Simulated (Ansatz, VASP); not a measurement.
**Ga: VASP beside Ansatz**

Contents of INCAR:

```
AGGAC = 1.0 ; AGGAX = 1.0
ALDAC = 0.0 ; ALDAX = 1.0
ALGO = Normal ; EDIFF = 1E-7
ENCUT = 520 ; GGA = B5
ISIF = 2 ; ISMEAR = -1
LASPH = T ; LCHARG = F
LREAL = F ; LWAVE = F
NBANDS = 20 ; NELM = 100
PREC = Accurate ; SIGMA = 0.1
```

Contents of KPOINTS:

```
k-points
0
Gamma
  13 13 7
```

File POSCAR:

```
Ga
1.0
    3.0701907614      0.0000000000      0.0000000000
   -1.5350953807      2.6588631938      0.0000000000
    0.0000000000      0.0000000000      4.7378560093
Ga
2
Direct
    0.3333333333      0.6666666667      0.2500000000
    0.6666666667      0.3333333333      0.7500000000
```

Input for Ansatz:

```yaml
crystal:
  lattice:
    - [3.0701907614, 0.0, 0.0]
    - [-1.5350953807, 2.6588631938, 0.0]
    - [0.0, 0.0, 4.7378560093]
  atoms:
    - { symbol: Ga, position: [0.3333333333, 0.6666666667, 0.25] }
    - { symbol: Ga, position: [0.6666666667, 0.3333333333, 0.75] }
hamiltonian:
  xc: blyp
  pseudopotentials:
    kind: paw
    azcp:
      Ga: "pseudopotentials/Ga.paw.azcp"
basis:
  ecutwfc: 420
  fft_grid_basis: typed
kpoints:
  mp_grid: { grid: [13, 13, 7], shift: [0, 0, 0] }
magnetization:
  spin_polarized: false
scf:
  occupations: { method: fermi_dirac, width: 0.1 }
  lower_state_search: "off"
output:
  stress: true
  write_density: true
  write_potential: true
  elf: true
  volumetric_format: npy
```

Alike in both runs: task single point; functional BLYP; k mesh 13 × 13 × 7; occupations fermi-dirac, width 0.1 eV; no spin polarisation.

```csv
,VASP,Ansatz
version,VASP 6.6.1,Ansatz 0.2.0
potentials or method,"VASP PAW PBE potentials, release 64 (Ga_d), cutoff 520 eV","plane waves (420 eV) with PAW, scalar-relativistic"
valence electrons in the cell,26,26
```

|  | VASP | Ansatz | Ansatz less VASP |
| --- | --- | --- | --- |
| pressure (GPa) | 5.1 | 5.1 | 0.00 |

VASP's potentials were made for PBE, not for BLYP. The functional is the same, so the differences come from potentials, cutoffs and numerics.
